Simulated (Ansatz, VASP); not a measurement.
Two plane-wave programs on TiNi

```
Ti Ni
1.0
     2.93597    0.00000    0.00000
     0.00000    2.93597    0.00000
     0.00000    0.00000    2.93597
Ti Ni
1 1
Cartesian
  1.4680 1.4680 1.4680
  0.0000 0.0000 0.0000
```

Alike in both runs: functional PBEsol; dispersion D3(BJ); k mesh 8 × 8 × 8; occupations fermi-dirac, width 0.15 eV; collinear spin.

Ansatz relaxed the structure, and its values are those at the end. VASP's run is a single point on that final structure, the one shown.

```csv
,VASP,Ansatz
version,VASP 6.6.1,Ansatz 0.2.0
potentials or method,"VASP PAW PBE potentials, release 64 (Ti_sv, Ni), cutoff 520 eV","plane waves, PAW"
valence electrons in the cell,22,30
```

```csv
,VASP,Ansatz,Ansatz less VASP
pressure (GPa),-0.5,0.0,+0.49
net moment per atom (μB),0.00,0.00,0.000
```

VASP's potentials were made for PBE, not for PBEsol. VASP's potentials hold 22 valence electrons a cell and Ansatz's 30, so a difference there can come from the potentials and not from the codes. Ansatz's warnings: seeded moment not kept.
